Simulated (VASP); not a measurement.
# Bi2Te3 (R3m) in VASP: single point with r2SCAN

Aim: the single point of Bi2Te3 with r2SCAN.

All numbers are computed with VASP 6.6.1; they aren't measurements. Logs are shortened: lines on timing, memory, paths and dates and some standing lists are left out, and cuts for length are marked.

### Step 1. The cell of the first run

It takes space group R3m (No. 160, trigonal). The conventional cell has a = 4.417 Å, b = 4.417 Å, c = 29.840 Å, α = 90.00°, β = 90.00°, γ = 120.00°. Bi (site symmetry 3m) has 3 Te at 3.03 Å and 3 Bi at 3.43 Å within 4.0 Å. Within 4.7 Å of Bi (site symmetry 3m) lie 9 Te at 3.27 to 4.68 Å and 9 Bi at 3.43 to 4.42 Å. Te (site symmetry 3m) has 6 Te at 3.04 to 3.45 Å within 4.0 Å. Te (site symmetry 3m) has 3 Bi at 3.03 Å and 3 Te at 3.45 Å within 4.0 Å. Within 4.0 Å of Te (site symmetry 3m) lie 3 Te at 3.04 Å and 3 Bi at 3.27 Å.

### Step 2. Single point, r2SCAN

The input, POSCAR:

```
Bi2Te3
1.0
    2.2085012539      1.2750787934      9.9466700000
   -2.2085012539      1.2750787934      9.9466700000
    0.0000000000     -2.5501575869      9.9466700000
Bi Te
2 3
Direct
    0.8120000000      0.8120000000      0.8120000000
    0.4020000000      0.4020000000      0.4020000000
    0.6110000000      0.6110000000      0.6110000000
    0.2000000000      0.2000000000      0.2000000000
    0.0000000000      0.0000000000      0.0000000000
```

The input, INCAR.step1:

```
PREC     = Accurate       # precision mode
ENCUT    = 520            # plane-wave cutoff, eV
ISMEAR   = 0              # smearing method
SIGMA    = 0.1            # smearing width, eV
LREAL    = F              # projectors in reciprocal space
LASPH    = T              # aspherical terms in the spheres
NELM     = 100            # most SCF steps
NBANDS   = 32             # bands
GGA      = PE             # functional
ALGO     = Normal         # electronic algorithm
EDIFF    = 1E-4           # SCF threshold, eV
LWAVE    = T              # write WAVECAR
LCHARG   = F              # write CHGCAR
LUSENCCL = F
```

The input, INCAR.step2:

```
PREC     = Accurate       # precision mode
ENCUT    = 520            # plane-wave cutoff, eV
EDIFF    = 1E-7           # SCF threshold, eV
ISMEAR   = 0              # smearing method
SIGMA    = 0.1            # smearing width, eV
LREAL    = F              # projectors in reciprocal space
LASPH    = T              # aspherical terms in the spheres
NELM     = 100            # most SCF steps
ALGO     = Normal         # electronic algorithm
ISIF     = 2              # what is computed and relaxed
LWAVE    = F              # write WAVECAR
LCHARG   = T              # write CHGCAR
METAGGA  = R2SCAN         # meta-GGA
LMIXTAU  = T            
LELF     = T              # ELF
LVHAR    = T            
NBANDS   = 32             # bands
ISTART   = 1            
LUSENCCL = F
```

The input, KPOINTS:

```
regular mesh
0
Gamma
  12 12 12
```

Potentials or basis: VASP PAW PBE potentials, release 64 (Bi_d, Te).

Launch:

```
$ cat potpaw_PBE.64/Bi_d/POTCAR potpaw_PBE.64/Te/POTCAR > POTCAR
$ cp INCAR.step1 INCAR
$ mpirun -np 1 vasp_std > vasp.out
$ cp INCAR.step2 INCAR
$ mpirun -np 1 vasp_std > vasp.out
```

OUTCAR:

```text
PREC = Accurate
   ENCUT = 520
   EDIFF = 1E-7
   ISMEAR = 0
   LREAL = F
   LASPH = T
   NELM = 100
   ISIF = 2
   METAGGA = R2SCAN
   ISTART = 1

 ion  position               nearest neighbor table
   1  0.812  0.812  0.812-   4 3.03   4 3.03   4 3.03   2 3.43   2 3.43   2 3.43
   2  0.402  0.402  0.402-   5 3.27   5 3.27   5 3.27   1 3.43   1 3.43   1 3.43
   3  0.611  0.611  0.611-   5 3.04   5 3.04   5 3.04   4 3.45   4 3.45   4 3.45
   4  0.200  0.200  0.200-   1 3.03   1 3.03   1 3.03   3 3.45   3 3.45   3 3.45
   5  0.000  0.000  0.000-   3 3.04   3 3.04   3 3.04   2 3.27   2 3.27   2 3.27

  LATTYP: Found a trigonal (rhomboedric) cell.
 ALAT       =    10.2683761037
 COS(alpha) =     0.9074829532

  Lattice vectors:

 A1 = (   2.2085012539,   1.2750787934,   9.9466700000)
 A2 = (  -2.2085012539,   1.2750787934,   9.9466700000)
 A3 = (   0.0000000000,  -2.5501575869,   9.9466700000)

Analysis of symmetry for initial positions (statically):
=====================================================================
 Subroutine PRICEL returns:
 Original cell was already a primitive cell.

 Routine SETGRP: Setting up the symmetry group for a
 trigonal (rhombohedral) supercell.

 Subroutine GETGRP returns: Found  6 space group operations
 (whereof  6 operations were pure point group operations)
 out of a pool of 12 trial point group operations.

The static configuration has the point symmetry C_3v.

Analysis of symmetry for dynamics (positions and initial velocities):
=====================================================================
 Subroutine PRICEL returns:
 Original cell was already a primitive cell.

 Routine SETGRP: Setting up the symmetry group for a
 trigonal (rhombohedral) supercell.

 Subroutine GETGRP returns: Found  6 space group operations
 (whereof  6 operations were pure point group operations)
 out of a pool of 12 trial point group operations.

The dynamic configuration has the point symmetry C_3v.

 Subroutine INISYM returns: Found  6 space group operations
 (whereof  6 operations are pure point group operations),
 and found     1 'primitive' translations

----------------------------------------------------------------------------------------

                                     Primitive cell

  volume of cell :     168.0597

  direct lattice vectors                    reciprocal lattice vectors
     2.208501254  1.275078793  9.946670000     0.226397879  0.130710876  0.033512053
    -2.208501254  1.275078793  9.946670000    -0.226397879  0.130710876  0.033512053
     0.000000000 -2.550157587  9.946670000     0.000000000 -0.261421753  0.033512053

  length of vectors
    10.268376104 10.268376104 10.268376104     0.263560981  0.263560981  0.263560981

  position of ions in fractional coordinates (direct lattice)
     0.812000000  0.812000000  0.812000000
     0.402000000  0.402000000  0.402000000
     0.611000000  0.611000000  0.611000000
     0.200000000  0.200000000  0.200000000
     0.000000000  0.000000000  0.000000000

  ion indices of the primitive-cell ions
   primitive index   ion index
                 1           1
                 2           2
                 3           3
                 4           4
                 5           5

----------------------------------------------------------------------------------------

 KPOINTS: regular mesh

Automatic generation of k-mesh.
 Grid dimensions read from file:
 generate k-points for:   12   12   12

 Generating k-lattice:

  Cartesian coordinates                     Fractional coordinates (reciprocal lattice)
     0.018866490  0.010892573  0.002792671     0.083333333  0.000000000  0.000000000
    -0.018866490  0.010892573  0.002792671     0.000000000  0.083333333  0.000000000
     0.000000000 -0.021785146  0.002792671     0.000000000  0.000000000  0.083333333

  Length of vectors
     0.021963415  0.021963415  0.021963415

  Shift w.r.t. Gamma in fractional coordinates (k-lattice)
     0.000000000  0.000000000  0.000000000

 Subroutine IBZKPT returns following result:
 ===========================================

 Found    189 irreducible k-points:

 Following reciprocal coordinates:
            Coordinates               Weight
  0.000000  0.000000  0.000000      1.000000
  0.083333  0.000000  0.000000      6.000000
  0.166667  0.000000  0.000000      6.000000
  0.250000  0.000000  0.000000      6.000000
  0.333333  0.000000  0.000000      6.000000
  0.416667  0.000000  0.000000      6.000000
[... 16 lines left out ...]
  0.500000  0.166667  0.000000     12.000000
 -0.416667  0.166667  0.000000     12.000000
 [... further k-points ...]
   k-points           NKPTS =    189   k-points in BZ     NKDIM =    189   number of bands    NBANDS=     32
   number of dos      NEDOS =    301   number of ions     NIONS =      5
   total plane-waves  NPLWV = 512000
   dimension x,y,z NGX =    80 NGY =   80 NGZ =   80
   dimension x,y,z NGXF=   160 NGYF=  160 NGZF=  160
   ions per type =               2   3
   NGX,Y,Z   is equivalent  to a cutoff of  12.95, 12.95, 12.95 a.u.
   NGXF,Y,Z  is equivalent  to a cutoff of  25.90, 25.90, 25.90 a.u.
 SYSTEM =  unknown system
   PREC   = accura    normal or accurate (medium, high low for compatibility)
   ISTART =      1    job   : 0-new  1-cont  2-samecut
   ICHARG =      0    charge: 1-file 2-atom 10-const
   ISPIN  =      1    spin polarized calculation?
   LNONCOLLINEAR =      F non collinear calculations
   LSORBIT =      F    spin-orbit coupling
   LASPH  =      T    aspherical Exc in radial PAW
   ENCUT  =  520.0 eV  38.22 Ry    6.18 a.u.  19.09 19.09 19.09*2*pi/ulx,y,z
   NELM   =    100;   NELMIN=  2; NELMDL=  0     # of ELM steps
   EDIFF  = 0.1E-06   stopping-criterion for ELM
   LREAL  =      F    real-space projection
   EDIFFG = 0.1E-05   stopping-criterion for IOM
   NSW    =      0    number of steps for IOM
   IBRION =     -1    ionic relax: 0-MD 1-quasi-New 2-CG
   NFREE  =      0    steps in history (QN), initial steepest desc. (CG)
   ISIF   =      2    stress and relaxation
   ISYM   =      2    0-nonsym 1-usesym 2-fastsym
   POTIM  = 0.5000    time-step for ionic-motion
   TEBEG  =    0.0;   TEEND  =   0.0 temperature during run
   PSTRESS=    0.0 pullay stress
   NELECT =      48.0000    total number of electrons
   NUPDOWN=      -1.0000    fix difference up-down
   EMIN   =  10.00;   EMAX   =-10.00  energy-range for DOS
   EFERMI =   0.00;   METHOD = LEGACY
   ISMEAR =     0;   SIGMA  =   0.10  broadening in eV -4-tet -1-fermi 0-gaus
   EFERMI_NEDOS =   21; number of points for ismear=-14 and -15
   IALGO  =     38    algorithm
   IMIX   =      4    mixing-type and parameters
     AMIX     =   0.40;   BMIX     =  1.00
     AMIX_MAG =   1.60;   BMIX_MAG =  1.00
  volume/ion in A,a.u.               =      33.61       226.82
  Fermi-wavevector in a.u.,A,eV,Ry     =   1.078121  2.037353 15.814652  1.162344
  Thomas-Fermi vector in A             =   2.214051
   LORBIT       =      0    0 simple, 1 ext, 2 COOP (PROOUT), +10 PAW based schemes
   METAGGA = R2SCAN    functional components
   LHFCALC =     F    Hartree Fock is set to
   AEXX    =    0.0000 exact exchange contribution
   IVDW    =     0    specifies the selected vdW correction
   LEPSILON=     F    determine dielectric tensor
   LRPA    =     F    only Hartree local field effects (RPA)
 non-spin polarized calculation
 Gauss-broadening in eV      SIGMA  =   0.10
  energy-cutoff  :      520.00
  volume of cell :      168.06
 maximum number of plane-waves:      4552
 NGX is ok and might be reduce to    80
   NGX = 39   NGY = 39   NGZ = 39

 number of electron      48.0000001 magnetization

 Free energy of the ion-electron system (eV)
  ---------------------------------------------------
  ext. energy  EPLUGINS =         0.00000000
  ---------------------------------------------------
  free energy    TOTEN  =      -192.79653089 eV

  energy without entropy =     -192.79291125  energy(sigma->0) =     -192.79472107

 E-fermi :   6.3654     XC(G=0):  -9.9487

 val. band max:        6.3622266534   @ k =  -0.4167   0.4167   0.4167
 cond. band min:       6.3832858055   @ k =   0.5000   0.2500   0.2500
 fundamental gap:      0.0210591521
 Fermi energy:         6.3654213469

 k-point     1 :       0.0000    0.0000    0.0000
  band No.  band energies     occupation
      1     -17.5710      2.00000
      2     -17.5710      2.00000
      3     -17.5401      2.00000
      4     -17.5401      2.00000
      5     -17.5354      2.00000
      6     -16.8267      2.00000
[... 24 lines left out ...]
     31      11.3808      0.00000
     32      11.6742      0.00000

 k-point     2 :       0.0833    0.0000    0.0000
  band No.  band energies     occupation
      1     -17.5714      2.00000
      2     -17.5703      2.00000
      3     -17.5404      2.00000
      4     -17.5400      2.00000
      5     -17.5348      2.00000
      6     -16.8271      2.00000
[... 24 lines left out ...]
     31      11.1820      0.00000
     32      11.4729      0.00000

 k-point     3 :       0.1667    0.0000    0.0000
  band No.  band energies     occupation
      1     -17.5725      2.00000
      2     -17.5683      2.00000
      3     -17.5412      2.00000
      4     -17.5394      2.00000
      5     -17.5332      2.00000
      6     -16.8295      2.00000
[... 24 lines left out ...]
     31      10.6432      0.00000
     32      11.5966      0.00000

 k-point     4 :       0.2500    0.0000    0.0000
  band No.  band energies     occupation
      1     -17.5742      2.00000
      2     -17.5660      2.00000
      3     -17.5423      2.00000
      4     -17.5384      2.00000
      5     -17.5309      2.00000
      6     -16.8331      2.00000
[... 654 lines left out ...]
     31      10.8302      0.00000
     32      11.6162      0.00000

 k-point    23 :       0.5000    0.1667    0.0000
  band No.  band energies     occupation
      1     -17.5764      2.00000
      2     -17.5629      2.00000
      3     -17.5428      2.00000
      4     -17.5371      2.00000
      5     -17.5266      2.00000
      6     -16.8380      2.00000
[... 24 lines left out ...]
     31      10.7200      0.00000
     32      11.2514      0.00000

 k-point    24 :      -0.4167    0.1667    0.0000
  band No.  band energies     occupation
      1     -17.5767      2.00000
      2     -17.5625      2.00000
      3     -17.5429      2.00000
      4     -17.5367      2.00000
      5     -17.5262      2.00000
      6     -16.8386      2.00000
[... 24 lines left out ...]
     31      10.6764      0.00000
     32      11.2435      0.00000

 [... further k-points ...]

------------------------ aborting loop because EDIFF is reached ----------------------------------------

  FORCE on cell =-STRESS in cart. coord.  units (eV):
  Direction    XX          YY          ZZ          XY          YZ          ZX
  --------------------------------------------------------------------------------------
  -------------------------------------------------------------------------------------
  Total        1.2167128      1.2167128      0.5077019      0.0000000     -0.0000000     -0.0000000
  in kB       11.5993869     11.5993869      4.8401157      0.0000000     -0.0000000     -0.0000000
  external PRESSURE =       9.3462965 kB  Pullay stress =       0.0000000 kB

 VOLUME and BASIS-vectors are now :
 -----------------------------------------------------------------------------
  energy-cutoff  :      520.00
  volume of cell :      168.06
      direct lattice vectors                 reciprocal lattice vectors
     2.208501254  1.275078793  9.946670000     0.226397879  0.130710876  0.033512053
    -2.208501254  1.275078793  9.946670000    -0.226397879  0.130710876  0.033512053
     0.000000000 -2.550157587  9.946670000     0.000000000 -0.261421753  0.033512053

 POSITION                                       TOTAL-FORCE (eV/Angst)
 -----------------------------------------------------------------------------------
      0.00000     -0.00000     24.23009         0.000000      0.000000     -0.923273
      0.00000     -0.00000     11.99568         0.000000      0.000000     -0.498156
      0.00000     -0.00000     18.23225         0.000000      0.000000     -0.664584
      0.00000     -0.00000      5.96800         0.000000     -0.000000      0.724139
      0.00000      0.00000      0.00000         0.000000     -0.000000      1.361874
 -----------------------------------------------------------------------------------
    total drift:                               -0.000000     -0.000000      0.002793

  FREE ENERGIE OF THE ION-ELECTRON SYSTEM (eV)
  ---------------------------------------------------
  free  energy   TOTEN  =      -192.7965308903 eV

  energy  without entropy=     -192.7929112518  energy(sigma->0) =     -192.79472107
```

It took 17 min on 1 × NVIDIA H100 80GB with 1 thread of AMD EPYC 7R13 (Zen 3), shared host; peak memory 2.4 GiB.

Results:

| Quantity | Value |
| --- | --- |
| Free energy | -192.7965 eV |
| Pressure | 0.9 GPa |
| Largest force | 1.362 eV/Å |
| Band gap on the k mesh | zero (bands 24 and 25 overlap by 0.01 eV) |

Forces in eV/Å, atoms in the order of the input:
```
Bi   0.000  0.000 -0.923
Bi   0.000  0.000 -0.498
Te   0.000  0.000 -0.665
Te   0.000  0.000  0.724
Te   0.000  0.000  1.362
```

Stress tensor (GPa, compression positive):
```
1.16 0.00 0.00
0.00 1.16 0.00
0.00 0.00 0.48
```

Caveat: the PAW data sets were made with another functional, which shifts forces and pressure a little; spin-orbit coupling is left out, which moves the levels of the heavy elements.
